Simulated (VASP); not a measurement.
A run of VASP 6.6.1 is set up as follows.

File INCAR:

```
PREC = Accurate ; ENCUT = 520
EDIFF = 1E-6 ; ISMEAR = -1
SIGMA = 0.03 ; LREAL = F
LASPH = T ; NELM = 80
ALGO = Normal ; ISIF = 2
LWAVE = F ; LCHARG = T
GGA = PS ; LELF = T
LVHAR = T ; NBANDS = 9
```

Contents of KPOINTS:

```
Automatic mesh
0
Gamma
  8 8 8
```

Contents of POSCAR:

```
MgH2
1.0
    0.0000000000      2.3621042803      2.3621042803
    2.3621042803      0.0000000000      2.3621042803
    2.3621042803      2.3621042803      0.0000000000
Mg H
1 2
Direct
    0.0000000000      0.0000000000      0.0000000000
    0.2500000000      0.2500000000      0.2500000000
    0.7500000000      0.7500000000      0.7500000000
```

Potentials or basis: VASP PAW PBE potentials, release 64 (Mg, H).

The run is started by

```console
$ cat potpaw_PBE.64/Mg/POTCAR potpaw_PBE.64/H/POTCAR > POTCAR
$ mpirun -np 1 vasp_std > vasp.out
```

Problem. What does it give for the band gap on the k mesh?

Solution. Zero (band 2 reaches 4.15 eV, above the bottom of band 3 at 2.51 eV).

Problem. Predict the pressure.

Solution. -0.3 GPa.

Caveat: the PAW data sets were made with another functional, which shifts forces and pressure a little.
